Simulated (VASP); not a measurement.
Si3C (alt):

```
CELL_PARAMETERS angstrom
0.00000 -2.48723 -2.48723
-2.48723 0.00000 -2.48723
2.48723 2.48723 -4.97446
ATOMIC_POSITIONS crystal
C 0.87500 0.87500 0.37500
Si 0.37500 0.37500 0.87500
Si 0.75000 0.75000 0.75000
Si 0.25000 0.25000 0.25000
```

| Property | Result |
| --- | --- |
| Program | VASP 6.6.1 |
| Task | relaxation of cell and atoms |
| Functional | PBE |
| Potentials or basis | VASP PAW PBE potentials, release 64 (C, Si) |
| Cutoff | 600 eV |
| k mesh | 6 × 6 × 6 |
| Occupations | gaussian, width 0.1 eV |
| Spin | no spin polarisation |

At the start: pressure 5.0 GPa; volume 15.39 Å³/atom.

Problem. Where does the relaxation end?

Solution. Over 9 steps the energy falls by 271.1 meV/atom and the volume is 14.92 Å³/atom (-3.0 %); space group R3m (No. 160, to 0.05 Å).

Step by step:
```tsv
step	energy change (eV)	largest force (eV/Å)	pressure (GPa)	volume (Å³)
1	0.0000	4.7266	4.99	61.55
2	-0.8278	0.8783	-8.28	65.92
3	-0.8534	1.1977	-7.03	65.22
4	-0.9956	1.1958	1.76	59.75
5	-1.0197	0.4363	-1.01	61.13
6	-1.0762	0.4516	0.84	59.57
7	-1.0769	0.4532	1.09	59.38
8	-1.0829	0.1961	-0.73	59.83
9	-1.0845	0.0294	-0.14	59.68
```

Final structure:
```
CELL_PARAMETERS angstrom
0.00000 -2.42083 -2.42083
-2.42083 0.00000 -2.42083
2.58780 2.58780 -5.00863
ATOMIC_POSITIONS crystal
C 0.87418 0.87418 0.37746
Si 0.37186 0.37186 0.88442
Si 0.76530 0.76530 0.70409
Si 0.23866 0.23866 0.28403
```

Caveat: the relaxation stopped at a loose force limit of 0.05 eV/Å, so its end isn't a converged minimum.
